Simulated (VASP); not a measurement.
# Bi (P6/mmm) in VASP: further runs, part 2 of 2

VASP 6.6.1. The steps go on from the part before.

## Step 4: Single point, PBE (18.58 Å³/atom)

This run uses another cell than the first one, of 18.58 Å³/atom.

The input, INCAR:

```
SYSTEM = Bi
PREC = Accurate
ENCUT = 520
EDIFF = 1E-6
ISMEAR = -1
SIGMA = 0.1
LREAL = .False.
LASPH = .True.
NELM = 60
ALGO = Normal
ISIF = 2
LWAVE = .False.
LCHARG = .False.
GGA = PE
NBANDS = 14
```

The input, KPOINTS:

```
regular mesh
0
Gamma
  14 14 13
  0 0 0
```

The input, POSCAR:

```
Bi
1.0
    2.8286110764      0.0000000000      0.0000000000
   -1.4143055382      2.4496490496      0.0000000000
    0.0000000000      0.0000000000      2.6815725394
Bi
1
Direct
    0.0000000000      0.0000000000      0.0000000000
```

Potentials or basis: VASP PAW PBE potentials, release 64 (Bi_d).

Command:

```bash
$ cat potpaw_PBE.64/Bi_d/POTCAR > POTCAR
$ mpirun -np 1 vasp_std > vasp.out
```

OUTCAR:

```text
SYSTEM = Bi
   PREC = Accurate
   ENCUT = 520
   EDIFF = 1E-6
   ISMEAR = -1
   LREAL = .False.
   LASPH = .True.
   NELM = 60
   ISIF = 2
   GGA = PE

 ion  position               nearest neighbor table
   1  0.000  0.000  0.000-

  LATTYP: Found a hexagonal cell.
 ALAT       =     2.8286110764
 C/A-ratio  =     0.9480174075

  Lattice vectors:

 A1 = (   2.8286110764,   0.0000000000,   0.0000000000)
 A2 = (  -1.4143055382,   2.4496490496,   0.0000000000)
 A3 = (   0.0000000000,   0.0000000000,   2.6815725394)

[... 585 lines left out ...]
     14      32.9720      0.00000

 [... further k-points ...]

------------------------ aborting loop because EDIFF is reached ----------------------------------------

  FORCE on cell =-STRESS in cart. coord.  units (eV):
  Direction    XX          YY          ZZ          XY          YZ          ZX
  --------------------------------------------------------------------------------------
  -------------------------------------------------------------------------------------
  Total       13.5426189     13.5426189     13.5275052      0.0000000      0.0000000      0.0000000
  in kB     1167.7411478   1167.7411478   1166.4379336      0.0000000      0.0000000      0.0000000
  external PRESSURE =    1167.3067431 kB  Pullay stress =       0.0000000 kB

 VOLUME and BASIS-vectors are now :
 -----------------------------------------------------------------------------
  energy-cutoff  :      520.00
  volume of cell :       18.58
      direct lattice vectors                 reciprocal lattice vectors
     2.828611076  0.000000000  0.000000000     0.353530398  0.204110871  0.000000000
    -1.414305538  2.449649050  0.000000000     0.000000000  0.408221741  0.000000000
     0.000000000  0.000000000  2.681572539     0.000000000  0.000000000  0.372915513

 POSITION                                       TOTAL-FORCE (eV/Angst)
 -----------------------------------------------------------------------------------
      0.00000      0.00000      0.00000         0.000000      0.000000      0.000000
 -----------------------------------------------------------------------------------
    total drift:                                0.000000     -0.000000      0.000000

  FREE ENERGIE OF THE ION-ELECTRON SYSTEM (eV)
  ---------------------------------------------------
  free  energy   TOTEN  =        -0.6765996003 eV

  energy  without entropy=       -0.6635599554  energy(sigma->0) =       -0.67007978
```

OSZICAR:

```text
N       E                     dE             d eps       ncg     rms          rms(c)
DAV:   1     0.113933856724E+03    0.11393E+03   -0.75494E+03  4898   0.146E+03
DAV:   2     0.501374144967E+01   -0.10892E+03   -0.10436E+03  5190   0.357E+02
DAV:   3    -0.627611953798E+00   -0.56414E+01   -0.56164E+01  5810   0.765E+01
DAV:   4    -0.736709245410E+00   -0.10910E+00   -0.10906E+00  5900   0.106E+01
DAV:   5    -0.740723056168E+00   -0.40138E-02   -0.40137E-02  6348   0.193E+00    0.146E+00
DAV:   6    -0.699679935425E+00    0.41043E-01   -0.76438E-03  6306   0.112E+00    0.829E-01
DAV:   7    -0.676740412587E+00    0.22940E-01   -0.10196E-02  6282   0.125E+00    0.780E-02
DAV:   8    -0.676608111337E+00    0.13230E-03   -0.43037E-04  6114   0.270E-01    0.917E-03
DAV:   9    -0.676603478003E+00    0.46333E-05   -0.13614E-05  6446   0.647E-02    0.573E-03
DAV:  10    -0.676599675453E+00    0.38026E-05   -0.12375E-06  4714   0.187E-02    0.891E-04
DAV:  11    -0.676599600259E+00    0.75194E-07   -0.34891E-07  3456   0.838E-03
   1 F= -.67659960E+00 E0= -.67007978E+00  d E =-.130396E-01
```

Wall time 33 s (1 thread of Intel Xeon 8259CL, shared host); peak memory 0.16 GiB.

Results:

```
Free energy            : -0.6766 eV
Pressure               : 116.7 GPa
Band gap on the k mesh : zero (an odd number of electrons rules out a gap without spin polarisation)
```

Caveat: the cell stands under pressure; spin-orbit coupling is left out, which moves the levels of the heavy elements.

## Step 5: Single point, PBE

This run uses another cell than the first one, of 21.96 Å³/atom.

The input, INCAR:

```
  PREC = Accurate
  ENCUT = 520
  EDIFF = 1E-6
  ISMEAR = -1
  SIGMA = 0.1
  LREAL = False
  LASPH = True
  NELM = 80
  ALGO = Normal
  ISIF = 2
  LWAVE = False
  LCHARG = False
  GGA = PE
  NBANDS = 14
```

The input, KPOINTS:

```
Automatic mesh
0
Gamma
  14 14 13
```

The input, POSCAR:

```
Bi
1.0
    2.9903533625      0.0000000000      0.0000000000
   -1.4951766813      2.5897219782      0.0000000000
    0.0000000000      0.0000000000      2.8355784713
Bi
1
Direct
    0.0000000000      0.0000000000      0.0000000000
```

Potentials or basis: VASP PAW PBE potentials, release 64 (Bi_d).

Command:

```bash
$ cat potpaw_PBE.64/Bi_d/POTCAR > POTCAR
$ mpirun -np 1 vasp_std > vasp.out
```

OUTCAR:

```text
PREC = Accurate
   ENCUT = 520
   EDIFF = 1E-6
   ISMEAR = -1
   LREAL = False
   LASPH = True
   NELM = 80
   ISIF = 2
   GGA = PE

 ion  position               nearest neighbor table
   1  0.000  0.000  0.000-

  LATTYP: Found a hexagonal cell.
 ALAT       =     2.9903533625
 C/A-ratio  =     0.9482419392

  Lattice vectors:

 A1 = (   2.9903533625,   0.0000000000,   0.0000000000)
 A2 = (  -1.4951766813,   2.5897219782,   0.0000000000)
 A3 = (   0.0000000000,   0.0000000000,   2.8355784713)

Analysis of symmetry for initial positions (statically):
=====================================================================
 Subroutine PRICEL returns:
 Original cell was already a primitive cell.

 Routine SETGRP: Setting up the symmetry group for a
 hexagonal supercell.

 Subroutine GETGRP returns: Found 24 space group operations
 (whereof 24 operations were pure point group operations)
 out of a pool of 24 trial point group operations.

The static configuration has the point symmetry D_6h.

Analysis of symmetry for dynamics (positions and initial velocities):
[... 166 lines left out ...]
      1     -11.0635      2.00000
      2     -10.5151      2.00000
      3     -10.5151      2.00000
      4      -9.9735      2.00000
      5      -9.9735      2.00000
      6      -3.7708      2.00000
      7      16.9542      0.00000
      8      19.7502      0.00000
      9      19.7502      0.00000
     10      21.9380      0.00000
     11      21.9979      0.00000
     12      25.4030      0.00000
     13      26.0646      0.00000
     14      26.0646      0.00000
[... 377 lines left out ...]
      1     -10.7530      2.00000
      2     -10.3490      2.00000
      3     -10.2015      2.00000
      4     -10.1743      2.00000
      5     -10.1345      2.00000
      6       2.0251      2.00000
      7       7.0540      2.00000
      8       8.5159      2.00000
      9      23.1403      0.00000
     10      24.7358      0.00000
     11      25.7611      0.00000
     12      27.8230      0.00000
     13      28.2421      0.00000
     14      28.7930      0.00000

 [... further k-points ...]

------------------------ aborting loop because EDIFF is reached ----------------------------------------

  FORCE on cell =-STRESS in cart. coord.  units (eV):
  Direction    XX          YY          ZZ          XY          YZ          ZX
  --------------------------------------------------------------------------------------
  -------------------------------------------------------------------------------------
  Total        7.7974858      7.7974858      7.7767484     -0.0000000     -0.0000000      0.0000000
  in kB      568.9156100    568.9156100    567.4025848     -0.0000000     -0.0000000      0.0000000
  external PRESSURE =     568.4112683 kB  Pullay stress =       0.0000000 kB

 VOLUME and BASIS-vectors are now :
 -----------------------------------------------------------------------------
  energy-cutoff  :      520.00
  volume of cell :       21.96
      direct lattice vectors                 reciprocal lattice vectors
     2.990353363  0.000000000  0.000000000     0.334408640  0.193070918  0.000000000
    -1.495176681  2.589721978  0.000000000     0.000000000  0.386141836  0.000000000
     0.000000000  0.000000000  2.835578471     0.000000000  0.000000000  0.352661727

 POSITION                                       TOTAL-FORCE (eV/Angst)
 -----------------------------------------------------------------------------------
      0.00000      0.00000      0.00000         0.000000      0.000000      0.000000
 -----------------------------------------------------------------------------------
    total drift:                                0.000000     -0.000000      0.000000

  FREE ENERGIE OF THE ION-ELECTRON SYSTEM (eV)
  ---------------------------------------------------
  free  energy   TOTEN  =        -2.4323903330 eV

  energy  without entropy=       -2.4169364899  energy(sigma->0) =       -2.42466341
```

OSZICAR:

```text
N       E                     dE             d eps       ncg     rms          rms(c)
DAV:   1     0.115234903153E+03    0.11523E+03   -0.76623E+03  4790   0.138E+03
DAV:   2     0.366313569798E+01   -0.11157E+03   -0.10729E+03  5160   0.354E+02
DAV:   3    -0.233215525974E+01   -0.59953E+01   -0.59713E+01  5738   0.781E+01
DAV:   4    -0.245426115665E+01   -0.12211E+00   -0.12207E+00  5930   0.114E+01
DAV:   5    -0.245898687930E+01   -0.47257E-02   -0.47256E-02  6518   0.212E+00    0.102E+00
DAV:   6    -0.244185898561E+01    0.17128E-01   -0.54213E-03  6536   0.101E+00    0.574E-01
DAV:   7    -0.243245316534E+01    0.94058E-02   -0.51733E-03  6640   0.103E+00    0.679E-02
DAV:   8    -0.243239853028E+01    0.54635E-04   -0.33693E-04  6234   0.266E-01    0.831E-03
DAV:   9    -0.243239193069E+01    0.65996E-05   -0.15977E-05  6136   0.684E-02    0.581E-03
DAV:  10    -0.243239031555E+01    0.16151E-05   -0.99972E-07  4760   0.118E-02    0.913E-04
DAV:  11    -0.243239033296E+01   -0.17412E-07   -0.43239E-07  3444   0.101E-02
   1 F= -.24323903E+01 E0= -.24246634E+01  d E =-.154538E-01
```

stdout:

```text
POSCAR found type information on POSCAR Bi
 POSCAR found :  1 types and       1 ions
 scaLAPACK will be used
 LDA part: xc-table for (Slater+PW92), standard interpolation
 POSCAR, INCAR and KPOINTS ok, starting setup
 FFT: planning ... GRIDC
 FFT: planning ... GRID_SOFT
 FFT: planning ... GRID
 WAVECAR not read
 entering main loop
```

Run time: 45 s. Hardware: 1 thread of Intel Xeon 8259CL, shared host; peak memory 0.17 GiB.

What came out:

```
Free energy            : -2.4324 eV
Pressure               : 56.8 GPa
Band gap on the k mesh : zero (an odd number of electrons rules out a gap without spin polarisation)
```

Levels at points of the mesh, in eV from the Fermi level:
| k point | band 3 | band 4 | band 5 | band 6 | band 7 | band 8 | band 9 | band 10 | band 11 | band 12 |
| --- | --- | --- | --- | --- | --- | --- | --- | --- | --- | --- |
| (0.00, 0.00, 0.00) | -23.81 | -23.27 | -23.27 | -17.07 | 3.66 | 6.46 | 6.46 | 8.64 | 8.70 | 12.11 |
| (0.50, 0.00, 0.00) | -23.53 | -23.33 | -23.20 | -12.01 | -8.10 | 1.60 | 6.68 | 8.46 | 9.99 | 14.52 |

Caveat: the cell stands under pressure; spin-orbit coupling is left out, which moves the levels of the heavy elements.

## Step 6: Summary

```tsv
cell	gap on the mesh (eV)	pressure (GPa)
a = 2.649, b = 2.649, c = 2.501 Å, angles 90.0, 90.0, 120.0°, 1 atom	none	248.4
a = 2.829, b = 2.829, c = 2.682 Å, angles 90.0, 90.0, 120.0°, 1 atom	none	116.7
a = 2.990, b = 2.990, c = 2.836 Å, angles 90.0, 90.0, 120.0°, 1 atom	none	56.8
```

Alike in all rows: task single point; level PBE; potentials or basis VASP PAW PBE potentials, release 64 (Bi_d); no spin polarisation; k mesh 14 × 14 × 13; cutoff (eV) 520; smearing fermi-dirac 0.1 eV.

Caveats: the cell stands under pressure; spin-orbit coupling is left out, which moves the levels of the heavy elements.

Total energies depend on the potentials used, so only differences within one code and one set of settings carry meaning.
